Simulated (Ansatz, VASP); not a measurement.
# SnSe: VASP beside Ansatz

INCAR

```
SYSTEM = SnSe
PREC = Accurate
ENCUT = 520
EDIFF = 1E-6
ISMEAR = 0
SIGMA = 0.05
LREAL = .False.
LASPH = .True.
NELM = 100
ALGO = Normal
ISIF = 2
LWAVE = .False.
LCHARG = .False.
GGA = PS
NBANDS = 17
```

File KPOINTS:

```
regular mesh
0
Gamma
  10 10 10
  0 0 0
```

The input POSCAR:

```
SnSe
1.0
    0.0000000000      2.5969404019      3.8954106028
    2.5969404019      0.0000000000      3.8954106028
    2.5969404019      2.5969404019      0.0000000000
Sn Se
1 1
Direct
    0.0000000000      0.0000000000      0.0000000000
    0.5000000000      0.5000000000      0.5000000000
```

Input for Ansatz:

```yaml
crystal:
  lattice:
    - [0.0, 2.5969404019, 3.8954106028]
    - [2.5969404019, 0.0, 3.8954106028]
    - [2.5969404019, 2.5969404019, 0.0]
  atoms:
    - { symbol: Sn, position: [0.0, 0.0, 0.0] }
    - { symbol: Se, position: [0.5, 0.5, 0.5] }
basis:
  ecutwfc: 420
kpoints:
  mp_grid: { grid: [10, 10, 10] }
hamiltonian:
  xc: pbesol
scf:
  occupations: { method: gaussian, width: 0.05 }
output:
  forces: true
  stress: true
  eigenvalues: true
```

Alike in both runs: task single point; functional PBEsol; k mesh 10 × 10 × 10; occupations gaussian, width 0.05 eV; no spin polarisation.

```csv
,VASP,Ansatz
version,VASP 6.6.1,Ansatz 0.2.0
potentials or method,"VASP PAW PBE potentials, release 64 (Sn_d, Se), cutoff 520 eV","scalar-relativistic, plane waves, PAW"
valence electrons in the cell,20,30
```

|  | VASP | Ansatz | Ansatz less VASP |
| --- | --- | --- | --- |
| gap on the k mesh at the Fermi level (eV) | none | none | - |
| pressure (GPa) | 15.2 | 15.2 | -0.02 |
| traceless stress, the component that is largest in VASP (GPa) | -17.90 | -17.84 | +0.062 |

VASP's potentials were made for PBE, not for PBEsol. A gap of «none» marks a metal or a gap that the smearing closes. VASP's potentials hold 20 valence electrons a cell and Ansatz's 30, so a difference there can come from the potentials and not from the codes.
